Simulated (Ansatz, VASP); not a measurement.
## One calculation of TaN, two programs

```xyz
6
Lattice="5.1850 -0.0259 -0.0259 -2.6150 4.5033 -0.0095 -0.0145 -0.0145 2.9080" Properties=species:S:1:pos:R:3 pbc="T T T"
Ta    0.0000    0.0000    0.0000
Ta   -0.0222    2.9863    1.4390
Ta    2.5777    1.4765    1.4336
N     2.5925   -0.0130   -0.0130
N     1.2850    2.2387   -0.0177
N    -1.3075    2.2517   -0.0047
```

Change from the starting cell: equal xy, yz and zx shear strains of -1 %.

Alike in both runs: task single point; functional PBE; k mesh 5 × 5 × 8; occupations fermi-dirac, width 0.03 eV; no spin polarisation.

```csv
,VASP,Ansatz
version,VASP 6.6.1,Ansatz 0.2.0
potentials or method,"VASP PAW PBE potentials, release 64 (Ta_pv, N), cutoff 520 eV","all-electron LAPW, scalar-relativistic"
```

```tsv
	VASP	Ansatz	Ansatz less VASP
pressure (GPa)	11.3	10.5	-0.80
traceless stress, the component that is largest in VASP (GPa)	2.14	2.11	-0.031
rms of the force components (eV/Å)	0.051	0.050	-0.0011
```

Atom by atom the forces differ by 0.001 eV/Å (rms over components). Ansatz ran all-electron here, and VASP with PAW potentials.

Neither program's run includes spin-orbit coupling.
